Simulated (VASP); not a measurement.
The system is P.

```
P
1.0
     1.65820   -5.24200    0.00000
     1.65820    5.24200    0.00000
     0.00000    0.00000    4.37930
P
4
Direct
  0.89838 0.10162 0.08068
  0.60162 0.39838 0.58068
  0.10162 0.89838 0.91932
  0.39838 0.60162 0.41932
```

Base run:

| Quantity | Value |
| --- | --- |
| Program | VASP 6.6.1 |
| Functional | PBE |
| Potentials or basis | VASP PAW PBE potentials, release 64 (P) |
| Cutoff | 520 eV |
| k mesh | 10 × 10 × 8 |
| Occupations | gaussian, width 0.03 eV |
| Spin | no spin polarisation |

Its results: band gap on the k mesh 0.04 eV (least direct gap 0.15 eV); pressure 1.8 GPa; largest force 0.057 eV/Å.

**Question.** The run is repeated on the same cell with these changes: functional from PBE to LDA; potentials or basis from VASP PAW PBE potentials, release 64 (P) to VASP PAW LDA potentials, release 64 (P). What comes out?

**Answer.** Band gap on the k mesh zero (bands 10 and 11 overlap by 0.08 eV); pressure -2.7 GPa; largest force 0.055 eV/Å.

Caveats: semilocal functionals underestimate gaps, and a narrow one can read as zero (at least some runs).

A k mesh can miss the band edges.
